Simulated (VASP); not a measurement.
# MgO (Cm) in VASP: further runs

Runs on MgO. Level: PBEsol. Tasks: single point.

Everything below comes from runs of VASP 6.6.1. Logs are shortened: lines on timing, memory, paths and dates and some standing lists are left out, and cuts for length are marked.

## 1. The cell of the first run

It takes space group Cm (No. 8, monoclinic). The conventional cell has a = 5.961 Å, b = 5.961 Å, c = 4.215 Å, α = 90.00°, β = 90.00°, γ = 90.00°. Within 2.3 Å of Mg (site symmetry m) lie 3 O at 1.71 to 1.94 Å. Within 2.8 Å of Mg (site symmetry m) lie 6 O at 2.11 Å and 1 Mg at 2.70 Å. Within 2.8 Å of Mg (site symmetry 1) lie 6 O at 2.11 Å and 1 Mg at 2.54 Å. O (site symmetry 1) has 6 Mg at 1.94 to 2.38 Å within 2.6 Å. O (site symmetry m) has 5 Mg at 1.71 to 2.11 Å within 2.3 Å. Within 2.8 Å of O (site symmetry m) lie 6 Mg at 2.11 Å.

## 2. Single point, PBEsol (atom 1 (Mg) moved by -0.318 Å along [1 1 0] and -0.424 Å along [0 0 1])

INCAR reads:

```
SYSTEM = MgO
  PREC = Accurate
  ENCUT = 520
  EDIFF = 1E-6
  ISMEAR = 0
  SIGMA = 0.05
  LREAL = .False.
  LASPH = .True.
  NELM = 80
  ALGO = Normal
  ISIF = 2
  LWAVE = .False.
  LCHARG = .False.
  GGA = PS
  NBANDS = 26
```

KPOINTS reads:

```
Automatic mesh
0
Gamma
  6 6 6
  0 0 0
```

POSCAR reads:

```
MgO
1.0
    4.2149416169      0.0000000000      0.0000000000
    0.0000000000     -4.2149416169      0.0000000000
    0.0000000000      0.0000000000     -4.2149416169
Mg O
4 4
Direct
   -0.0533482968      0.0533482968      0.1005945132
    0.5000000000      0.5000000000      0.0000000000
    0.5000000000      0.0000000000      0.5000000000
    0.0000000000      0.5000000000      0.5000000000
    0.5000000000      0.0000000000      0.0000000000
    0.0000000000      0.5000000000      0.0000000000
    0.0000000000      0.0000000000      0.5000000000
    0.5000000000      0.5000000000      0.5000000000
```

Potentials or basis: VASP PAW PBE potentials, release 64 (Mg, O).

Started as:

```bash
cat potpaw_PBE.64/Mg/POTCAR potpaw_PBE.64/O/POTCAR > POTCAR
mpirun -np 1 vasp_std > vasp.out
```

OUTCAR:

```text
SYSTEM = MgO
   PREC = Accurate
   ENCUT = 520
   EDIFF = 1E-6
   ISMEAR = 0
   LREAL = .False.
   LASPH = .True.
   NELM = 80
   ISIF = 2
   GGA = PS

 ion  position               nearest neighbor table
   1  0.947  0.053  0.101-   7 1.71   6 1.94   5 1.94   5 2.38   6 2.38   3 2.54   4 2.54   7 2.55
                             2 2.70   4 2.89   3 2.89   2 3.03   2 3.03   3 3.16   4 3.16   2 3.33
   2  0.500  0.500  0.000-   5 2.11   6 2.11   8 2.11   8 2.11   5 2.11   6 2.11   1 2.70   4 2.98
                             4 2.98   3 2.98   3 2.98   3 2.98   4 2.98   3 2.98   4 2.98   1 3.03
   3  0.500  0.000  0.500-   5 2.11   7 2.11   8 2.11   5 2.11   8 2.11   7 2.11   1 2.54   1 2.89
                             2 2.98   4 2.98   2 2.98   2 2.98   2 2.98   4 2.98   4 2.98   4 2.98
   4  0.000  0.500  0.500-   6 2.11   7 2.11   8 2.11   6 2.11   7 2.11   8 2.11   1 2.54   1 2.89
                             3 2.98   3 2.98   2 2.98   2 2.98   3 2.98   2 2.98   2 2.98   3 2.98
   5  0.500  0.000  0.000-   1 1.94   2 2.11   3 2.11   3 2.11   2 2.11   1 2.38
   6  0.000  0.500  0.000-   1 1.94   2 2.11   4 2.11   4 2.11   2 2.11   1 2.38
   7  0.000  0.000  0.500-   1 1.71   3 2.11   4 2.11   4 2.11   3 2.11   1 2.55
   8  0.500  0.500  0.500-   2 2.11   3 2.11   4 2.11   2 2.11   3 2.11   4 2.11

  LATTYP: Found a simple cubic cell.
 ALAT       =     4.2149416169

  Lattice vectors:

 A1 = (   4.2149416169,   0.0000000000,   0.0000000000)
 A2 = (   0.0000000000,  -4.2149416169,   0.0000000000)
 A3 = (   0.0000000000,   0.0000000000,  -4.2149416169)

Analysis of symmetry for initial positions (statically):
=====================================================================
 Subroutine PRICEL returns:
 Original cell was already a primitive cell.

 Routine SETGRP: Setting up the symmetry group for a
 simple cubic supercell.

 Subroutine GETGRP returns: Found  2 space group operations
 (whereof  2 operations were pure point group operations)
 out of a pool of 48 trial point group operations.

The static configuration has the point symmetry C_1h.

Analysis of symmetry for dynamics (positions and initial velocities):
=====================================================================
 Subroutine PRICEL returns:
 Original cell was already a primitive cell.

 Routine SETGRP: Setting up the symmetry group for a
 simple cubic supercell.

 Subroutine GETGRP returns: Found  2 space group operations
 (whereof  2 operations were pure point group operations)
 out of a pool of 48 trial point group operations.

The dynamic configuration has the point symmetry C_1h.

 Subroutine INISYM returns: Found  2 space group operations
 (whereof  2 operations are pure point group operations),
 and found     1 'primitive' translations

----------------------------------------------------------------------------------------

                                     Primitive cell

  volume of cell :      74.8815

  direct lattice vectors                    reciprocal lattice vectors
     4.214941617  0.000000000  0.000000000     0.237251210  0.000000000  0.000000000
     0.000000000 -4.214941617  0.000000000     0.000000000 -0.237251210  0.000000000
     0.000000000  0.000000000 -4.214941617     0.000000000  0.000000000 -0.237251210

  length of vectors
     4.214941617  4.214941617  4.214941617     0.237251210  0.237251210  0.237251210

  position of ions in fractional coordinates (direct lattice)
     0.946651703  0.053348297  0.100594513
     0.500000000  0.500000000  0.000000000
     0.500000000  0.000000000  0.500000000
     0.000000000  0.500000000  0.500000000
     0.500000000  0.000000000  0.000000000
     0.000000000  0.500000000  0.000000000
     0.000000000  0.000000000  0.500000000
     0.500000000  0.500000000  0.500000000

  ion indices of the primitive-cell ions
   primitive index   ion index
                 1           1
                 2           2
                 3           3
                 4           4
                 5           5
                 6           6
                 7           7
                 8           8

----------------------------------------------------------------------------------------

 KPOINTS: Automatic mesh

Automatic generation of k-mesh.
 Grid dimensions read from file:
 generate k-points for:    6    6    6

 Generating k-lattice:

  Cartesian coordinates                     Fractional coordinates (reciprocal lattice)
     0.039541868  0.000000000  0.000000000     0.166666667  0.000000000  0.000000000
     0.000000000 -0.039541868  0.000000000     0.000000000  0.166666667  0.000000000
     0.000000000  0.000000000 -0.039541868     0.000000000  0.000000000  0.166666667

  Length of vectors
     0.039541868  0.039541868  0.039541868

  Shift w.r.t. Gamma in fractional coordinates (k-lattice)
     0.000000000  0.000000000  0.000000000

 Subroutine IBZKPT returns following result:
 ===========================================

 Found     68 irreducible k-points:

 Following reciprocal coordinates:
            Coordinates               Weight
  0.000000  0.000000  0.000000      1.000000
  0.166667  0.000000  0.000000      4.000000
  0.000000  0.000000  0.166667      2.000000
  0.333333  0.000000  0.000000      4.000000
  0.000000  0.000000  0.333333      2.000000
  0.500000  0.000000  0.000000      2.000000
[... 16 lines left out ...]
  0.333333  0.000000  0.333333      4.000000
 -0.333333  0.333333  0.000000      2.000000
 [... further k-points ...]
   k-points           NKPTS =     68   k-points in BZ     NKDIM =     68   number of bands    NBANDS=     26
   number of dos      NEDOS =    301   number of ions     NIONS =      8
   total plane-waves  NPLWV =  32768
   dimension x,y,z NGX =    32 NGY =   32 NGZ =   32
   dimension x,y,z NGXF=    64 NGYF=   64 NGZF=   64
   ions per type =               4   4
   NGX,Y,Z   is equivalent  to a cutoff of  12.62, 12.62, 12.62 a.u.
   NGXF,Y,Z  is equivalent  to a cutoff of  25.24, 25.24, 25.24 a.u.
 SYSTEM =  MgO
   PREC   = accura    normal or accurate (medium, high low for compatibility)
   ISTART =      0    job   : 0-new  1-cont  2-samecut
   ICHARG =      2    charge: 1-file 2-atom 10-const
   ISPIN  =      1    spin polarized calculation?
   LNONCOLLINEAR =      F non collinear calculations
   LSORBIT =      F    spin-orbit coupling
   LASPH  =      T    aspherical Exc in radial PAW
   ENCUT  =  520.0 eV  38.22 Ry    6.18 a.u.   7.84  7.84  7.84*2*pi/ulx,y,z
   NELM   =     80;   NELMIN=  2; NELMDL= -5     # of ELM steps
   EDIFF  = 0.1E-05   stopping-criterion for ELM
   LREAL  =      F    real-space projection
   EDIFFG = 0.1E-04   stopping-criterion for IOM
   NSW    =      0    number of steps for IOM
   IBRION =     -1    ionic relax: 0-MD 1-quasi-New 2-CG
   NFREE  =      0    steps in history (QN), initial steepest desc. (CG)
   ISIF   =      2    stress and relaxation
   ISYM   =      2    0-nonsym 1-usesym 2-fastsym
   POTIM  = 0.5000    time-step for ionic-motion
   TEBEG  =    0.0;   TEEND  =   0.0 temperature during run
   PSTRESS=    0.0 pullay stress
   NELECT =      32.0000    total number of electrons
   NUPDOWN=      -1.0000    fix difference up-down
   EMIN   =  10.00;   EMAX   =-10.00  energy-range for DOS
   EFERMI =   0.00;   METHOD = LEGACY
   ISMEAR =     0;   SIGMA  =   0.05  broadening in eV -4-tet -1-fermi 0-gaus
   EFERMI_NEDOS =   21; number of points for ismear=-14 and -15
   IALGO  =     38    algorithm
   IMIX   =      4    mixing-type and parameters
     AMIX     =   0.40;   BMIX     =  1.00
     AMIX_MAG =   1.60;   BMIX_MAG =  1.00
  volume/ion in A,a.u.               =       9.36        63.17
  Fermi-wavevector in a.u.,A,eV,Ry     =   1.233105  2.330230 20.688298  1.520547
  Thomas-Fermi vector in A             =   2.367848
   LORBIT       =      0    0 simple, 1 ext, 2 COOP (PROOUT), +10 PAW based schemes
   GGA     = PS    functional components
   LHFCALC =     F    Hartree Fock is set to
   AEXX    =    0.0000 exact exchange contribution
   IVDW    =     0    specifies the selected vdW correction
   LEPSILON=     F    determine dielectric tensor
   LRPA    =     F    only Hartree local field effects (RPA)
 non-spin polarized calculation
 Gauss-broadening in eV      SIGMA  =   0.05
  energy-cutoff  :      520.00
  volume of cell :       74.88
 maximum number of plane-waves:      2040
   NGX = 15   NGY = 15   NGZ = 15

 number of electron      31.9999986 magnetization

 Free energy of the ion-electron system (eV)
  ---------------------------------------------------
  ext. energy  EPLUGINS =         0.00000000
  ---------------------------------------------------
  free energy    TOTEN  =       -48.46910612 eV

  energy without entropy =      -48.46910612  energy(sigma->0) =      -48.46910612

 E-fermi :   3.3341     XC(G=0): -11.2669

 val. band max:        3.0417156229   @ k =   0.0000   0.0000   0.0000
 cond. band min:       7.5690461857   @ k =   0.0000   0.0000   0.0000
 fundamental gap:      4.5273305628
 Fermi energy:         3.3340934217

 k-point     1 :       0.0000    0.0000    0.0000
  band No.  band energies     occupation
      1     -14.2155      2.00000
      2     -12.7892      2.00000
      3     -12.6226      2.00000
      4     -12.5166      2.00000
      5      -1.1692      2.00000
      6      -1.0974      2.00000
[... 18 lines left out ...]
     25      16.0217      0.00000
     26      16.0478      0.00000

 k-point     2 :       0.1667    0.0000    0.0000
  band No.  band energies     occupation
      1     -14.1179      2.00000
      2     -12.8457      2.00000
      3     -12.6166      2.00000
      4     -12.5505      2.00000
      5      -1.0330      2.00000
      6      -0.9499      2.00000
[... 18 lines left out ...]
     25      15.8830      0.00000
     26      16.0764      0.00000

 k-point     3 :       0.0000    0.0000    0.1667
  band No.  band energies     occupation
      1     -14.1197      2.00000
      2     -12.8007      2.00000
      3     -12.7058      2.00000
      4     -12.5030      2.00000
      5      -1.0361      2.00000
      6      -0.9667      2.00000
[... 18 lines left out ...]
     25      15.8941      0.00000
     26      16.0152      0.00000

 k-point     4 :       0.3333    0.0000    0.0000
  band No.  band energies     occupation
      1     -13.8479      2.00000
      2     -13.0882      2.00000
      3     -12.6074      2.00000
      4     -12.5606      2.00000
      5      -0.6394      2.00000
      6      -0.5365      2.00000
[... 18 lines left out ...]
     25      15.4409      0.00000
     26      15.7986      0.00000

 k-point     5 :       0.0000    0.0000    0.3333
  band No.  band energies     occupation
      1     -13.8594      2.00000
      2     -13.0329      2.00000
      3     -12.7316      2.00000
      4     -12.4756      2.00000
      5      -0.6566      2.00000
      6      -0.5941      2.00000
[... 18 lines left out ...]
     25      15.4818      0.00000
     26      15.7430      0.00000

 k-point     6 :       0.5000    0.0000    0.0000
  band No.  band energies     occupation
      1     -13.5099      2.00000
      2     -13.4268      2.00000
      3     -12.6006      2.00000
      4     -12.5539      2.00000
      5      -0.1267      2.00000
      6      -0.0253      2.00000
[... 427 lines left out ...]
 k-point    21 :       0.3333    0.3333    0.0000
  band No.  band energies     occupation
      1     -13.5439      2.00000
      2     -13.0308      2.00000
      3     -12.7778      2.00000
      4     -12.6580      2.00000
      5      -0.7694      2.00000
      6      -0.4195      2.00000
[... 18 lines left out ...]
     25      15.3630      0.00000
     26      16.0829      0.00000

 k-point    22 :       0.0000    0.3333    0.3333
  band No.  band energies     occupation
      1     -13.5538      2.00000
      2     -12.9724      2.00000
      3     -12.8650      2.00000
      4     -12.6161      2.00000
      5      -0.6266      2.00000
      6      -0.5513      2.00000
[... 18 lines left out ...]
     25      15.4321      0.00000
     26      16.0382      0.00000

 k-point    23 :       0.3333    0.0000    0.3333
  band No.  band energies     occupation
      1     -13.5536      2.00000
      2     -12.9763      2.00000
      3     -12.8596      2.00000
      4     -12.6175      2.00000
      5      -0.6920      2.00000
      6      -0.5026      2.00000
[... 18 lines left out ...]
     25      15.3026      0.00000
     26      15.9627      0.00000

 k-point    24 :      -0.3333    0.3333    0.0000
  band No.  band energies     occupation
      1     -13.5431      2.00000
      2     -13.0328      2.00000
      3     -12.7777      2.00000
      4     -12.6571      2.00000
      5      -0.7190      2.00000
      6      -0.4849      2.00000
[... 18 lines left out ...]
     25      15.4174      0.00000
     26      16.2408      0.00000

 [... further k-points ...]
[... 5 lines left out ...]
  --------------------------------------------------------------------------------------
  -------------------------------------------------------------------------------------
  Total        1.8102206      1.8102206      7.6599207     -0.0808673     -0.6225521     -0.6225516
  in kB       38.7317735     38.7317735    163.8929090     -1.7302503    -13.3202265    -13.3202151
  external PRESSURE =      80.4521520 kB  Pullay stress =       0.0000000 kB

 VOLUME and BASIS-vectors are now :
 -----------------------------------------------------------------------------
  energy-cutoff  :      520.00
  volume of cell :       74.88
      direct lattice vectors                 reciprocal lattice vectors
     4.214941617  0.000000000  0.000000000     0.237251210  0.000000000  0.000000000
     0.000000000 -4.214941617  0.000000000     0.000000000 -0.237251210  0.000000000
     0.000000000  0.000000000 -4.214941617     0.000000000  0.000000000 -0.237251210

 POSITION                                       TOTAL-FORCE (eV/Angst)
 -----------------------------------------------------------------------------------
      3.99008     -0.22486     -0.42400         1.634032      1.634032      6.715122
      2.10747     -2.10747      0.00000        -0.589661     -0.589661      0.348809
      2.10747      0.00000     -2.10747        -0.822749      0.245683     -1.209938
      0.00000     -2.10747     -2.10747         0.245683     -0.822749     -1.209938
      2.10747      0.00000      0.00000        -0.473538     -0.262274     -0.539793
      0.00000     -2.10747      0.00000        -0.262274     -0.473538     -0.539793
      0.00000      0.00000     -2.10747         0.166692      0.166692     -3.710165
      2.10747     -2.10747     -2.10747         0.101815      0.101815      0.145695
 -----------------------------------------------------------------------------------
    total drift:                                0.000108      0.000108     -0.000536

  FREE ENERGIE OF THE ION-ELECTRON SYSTEM (eV)
  ---------------------------------------------------
  free  energy   TOTEN  =       -48.4691061219 eV

  energy  without entropy=      -48.4691061219  energy(sigma->0) =      -48.46910612
```

It took 1.8 min on 1 thread of Intel Xeon 8259CL, shared host; peak memory 0.24 GiB.

What came out:

* Free energy: -48.4691 eV
* Pressure: 8.0 GPa
* Largest force: 7.102 eV/Å
* Band gap on the k mesh: 4.53 eV, direct

Forces on the atoms (eV/Å):
```
Mg   1.634  1.634  6.715
Mg  -0.590 -0.590  0.349
Mg  -0.823  0.246 -1.210
Mg   0.246 -0.823 -1.210
O   -0.474 -0.262 -0.540
O   -0.262 -0.474 -0.540
O    0.167  0.167 -3.710
O    0.102  0.102  0.146
```

Caveat: the cell differs from its parent crystal (atom 1 (Mg) moved by -0.318 Å along [1 1 0] and -0.424 Å along [0 0 1]); the PAW data sets were made with another functional, which shifts forces and pressure a little.

(Continued in part 2 of 2.)
